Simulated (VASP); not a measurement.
Set up this calculation in VASP 6.6.1, as the native input.

| Property | Result |
| --- | --- |
| Task | single point |
| Functional | PBE |
| Potentials or basis | VASP PAW PBE potentials, release 64 (Ba_sv) |
| Cutoff | 520 eV |
| k mesh | 10 × 10 × 6 |
| Occupations | gaussian, width 0.1 eV |
| Spin | no spin polarisation |
| Dipole correction | no |
| Further INCAR settings | ALGO = Fast; EDIFF = 1e-06; NBANDS = 17 |

The structure of Ba lies in POSCAR:

```
Ba
1.0
    3.4667440865     -2.5002423240      0.0000000000
    3.4667440865      2.5002423240      0.0000000000
    0.0000000000      0.0000000000      7.1684750445
Ba
2
Direct
    0.7666396444      0.2333603556      0.2500000000
    0.2333603556      0.7666396444      0.7500000000
```

This cell differs from its parent crystal: strained.

The input as run:

INCAR

```
PREC     = Accurate       # precision mode
ENCUT    = 520            # plane-wave cutoff, eV
EDIFF    = 1E-6           # SCF threshold, eV
ISMEAR   = 0              # smearing method
SIGMA    = 0.1            # smearing width, eV
LREAL    = F              # projectors in reciprocal space
LASPH    = T              # aspherical terms in the spheres
NELM     = 100            # most SCF steps
ALGO     = Fast           # electronic algorithm
ISIF     = 2              # what is computed and relaxed
LWAVE    = F              # write WAVECAR
LCHARG   = F              # write CHGCAR
GGA      = PE             # functional
NBANDS   = 17             # bands
```

KPOINTS

```
regular mesh
0
Gamma
  10 10 6
```

Potentials or basis: VASP PAW PBE potentials, release 64 (Ba_sv).

The run is started by

```console
$ cat potpaw_PBE.64/Ba_sv/POTCAR > POTCAR
$ mpirun -np 1 vasp_std > vasp.out
```

It gave:

```yaml
Pressure: 0.2 GPa
Largest_force: 0.105 eV/Å
Band_gap_on_the_k_mesh: zero (bands 10 and 11 overlap by 1.02 eV)
```

Caveat: the cell differs from its parent crystal (strained); spin-orbit coupling is left out, which moves the levels of the heavy elements.

It took 84 s on 1 thread of Intel(R) Xeon(R) 6975P-C (Granite Rapids), on a shared host, peak memory 0.37 GiB.
